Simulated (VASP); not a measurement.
Set up this calculation in VASP 6.6.1, as the native input.

* Task: single point
* Functional: HSE06
* Potentials or basis: VASP PAW PBE potentials, release 64 (In_d, As)
* Cutoff: 520 eV
* k mesh: 6 × 6 × 6
* Occupations: fermi-dirac, width 0.02 eV
* Spin: no spin polarisation
* Dipole correction: no
* Grid for exact exchange (PRECFOCK): Normal
* Further INCAR settings: ALGO = Normal; EDIFF = 1e-06; NBANDS = 16
* Share of exact exchange: 0.25
* Screening parameter: 0.2079 1/Å

InAs:

```
CELL_PARAMETERS angstrom
0.00000 3.08514 3.08514
3.08514 0.00000 3.08514
3.08514 3.08514 0.00000
ATOMIC_POSITIONS crystal
In 0.00000 0.00000 0.00000
As 0.25000 0.25000 0.25000
```

This cell differs from its parent crystal: strain +1.0%.

The input as run:

POSCAR

```
InAs
1.0
    0.0000000000      3.0851363778      3.0851363778
    3.0851363778      0.0000000000      3.0851363778
    3.0851363778      3.0851363778      0.0000000000
In As
1 1
Direct
    0.0000000000      0.0000000000      0.0000000000
    0.2500000000      0.2500000000      0.2500000000
```

INCAR.step1

```
PREC     = Accurate       # precision mode
ENCUT    = 520            # plane-wave cutoff, eV
EDIFF    = 1E-5           # SCF threshold, eV
ISMEAR   = -1             # smearing method
SIGMA    = 0.02           # smearing width, eV
LREAL    = False          # projectors in reciprocal space
LASPH    = True           # aspherical terms in the spheres
NELM     = 80             # most SCF steps
ALGO     = Normal         # electronic algorithm
ISIF     = 2              # what is computed and relaxed
LWAVE    = True           # write WAVECAR
LCHARG   = False          # write CHGCAR
NBANDS   = 16             # bands
GGA      = PE             # functional
```

INCAR.step2

```
PREC     = Accurate       # precision mode
ENCUT    = 520            # plane-wave cutoff, eV
EDIFF    = 1E-6           # SCF threshold, eV
ISMEAR   = -1             # smearing method
SIGMA    = 0.02           # smearing width, eV
LREAL    = False          # projectors in reciprocal space
LASPH    = True           # aspherical terms in the spheres
NELM     = 80             # most SCF steps
ALGO     = Normal         # electronic algorithm
ISIF     = 2              # what is computed and relaxed
LWAVE    = False          # write WAVECAR
LCHARG   = False          # write CHGCAR
GGA      = PE             # functional
LHFCALC  = True           # exact exchange
HFSCREEN = 0.2079         # screening, 1/A
PRECFOCK = Normal       
NBANDS   = 16             # bands
ISTART   = 1
```

KPOINTS

```
Automatic mesh
0
Gamma
  6 6 6
```

Potentials or basis: VASP PAW PBE potentials, release 64 (In_d, As).

The run is started by

```sh
$ cat potpaw_PBE.64/In_d/POTCAR potpaw_PBE.64/As/POTCAR > POTCAR
$ cp INCAR.step1 INCAR
$ mpirun -np 1 vasp_std > vasp.out
$ cp INCAR.step2 INCAR
$ mpirun -np 1 vasp_std > vasp.out
```

Results of the run:

The pressure is -1.8 GPa and the band gap on the k mesh is 0.18 eV.

Caveat: the cell differs from its parent crystal (strain +1.0%); the PAW data sets were made with another functional, which shifts forces and pressure a little; spin-orbit coupling is left out, which moves the levels of the heavy elements.

Run time: 99 min on 1 thread of Oxide Virtual Turin-like Processor (shared host), peak memory 0.29 GiB.
